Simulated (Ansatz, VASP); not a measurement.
## Mo: VASP beside Ansatz

```
Mo
1.0
    -1.57965    1.57965    1.57965
     1.57965   -1.57965    1.57965
     1.57965    1.57965   -1.57965
Mo
1
Direct
  0.00000 0.00000 0.00000
```

Alike in both runs: functional PBE; k mesh 10 × 10 × 10; occupations gaussian, width 0.1 eV; no spin polarisation.

Ansatz relaxed the structure, and its values are those at the end. VASP's run is a single point on that final structure, the one shown.

|  | VASP | Ansatz |
| --- | --- | --- |
| version | VASP 6.6.1 | Ansatz 0.2.0 |
| potentials or method | VASP PAW PBE potentials, release 64 (Mo_sv), cutoff 500 eV | scalar-relativistic, plane waves, PAW |
| valence electrons in the cell | 14 | 14 |

|  | VASP | Ansatz | Ansatz less VASP |
| --- | --- | --- | --- |
| gap on the k mesh at the Fermi level (eV) | none | none | - |
| pressure (GPa) | 0.4 | -0.1 | -0.51 |

A gap of «none» marks a metal or a gap that the smearing closes. The functional is the same, so the differences come from potentials, cutoffs and numerics.
